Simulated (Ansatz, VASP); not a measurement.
# LiF: VASP beside Ansatz

Contents of INCAR:

```
  PREC = Accurate
  ENCUT = 520
  EDIFF = 1E-7
  ISMEAR = 0
  SIGMA = 0.05
  LREAL = False
  LASPH = True
  NELM = 80
  ALGO = Normal
  ISIF = 2
  LWAVE = False
  LCHARG = True
  GGA = PS
  LELF = True
  LVHAR = True
  NBANDS = 18
```

The input KPOINTS:

```
regular mesh
0
Gamma
  9 9 6
```

POSCAR

```
LiF
1.0
    3.0609398175      0.0000000000      0.0000000000
   -1.5304699087      2.6508516414      0.0000000000
    0.0000000000      0.0000000000      4.4227386044
Li F
2 2
Direct
    0.3333333333      0.6666666667      0.3811542600
    0.6666666667      0.3333333333      0.8811542600
    0.3333333333      0.6666666667      0.9938437400
    0.6666666667      0.3333333333      0.4938437400
```

Input for Ansatz:

```yaml
crystal:
  lattice:
    - [3.0609398175, 0.0, 0.0]
    - [-1.5304699087, 2.6508516414, 0.0]
    - [0.0, 0.0, 4.4227386044]
  atoms:
    - { symbol: Li, position: [0.3333333333, 0.6666666667, 0.38115426] }
    - { symbol: Li, position: [0.6666666667, 0.3333333333, 0.88115426] }
    - { symbol: F, position: [0.3333333333, 0.6666666667, 0.99384374] }
    - { symbol: F, position: [0.6666666667, 0.3333333333, 0.49384374] }
basis:
  ecutwfc: 420
kpoints:
  mp_grid: { grid: [9, 9, 6] }
hamiltonian:
  xc: pbesol
scf:
  occupations: { method: gaussian, width: 0.05 }
output:
  forces: true
  stress: true
  eigenvalues: true
```

Change from the starting cell: strain +0.000 along x and y, -0.080 along z, atoms carried along.

Alike in both runs: task single point; functional PBEsol; k mesh 9 × 9 × 6; occupations gaussian, width 0.05 eV; no spin polarisation.

|  | VASP | Ansatz |
| --- | --- | --- |
| version | VASP 6.6.1 | Ansatz 0.2.0 |
| potentials or method | VASP PAW PBE potentials, release 64 (Li_sv, F), cutoff 520 eV | scalar-relativistic, plane waves, PAW |
| valence electrons in the cell | 20 | 20 |

Ansatz gave:

* gap on the k mesh at the Fermi level (eV): 8.10
* least direct gap on the mesh (eV): 8.10
* rms of the force components (eV/Å): 0.354

Question: Which values does VASP return?

Answer: gap on the k mesh at the Fermi level (eV): 8.08; least direct gap on the mesh (eV): 8.08; rms of the force components (eV/Å): 0.376.

VASP's potentials were made for PBE, not for PBEsol. Atom by atom the forces differ by 0.022 eV/Å (rms over components).

Noted on VASP's run: the cutoff is short for stress, so the pressure is rough.
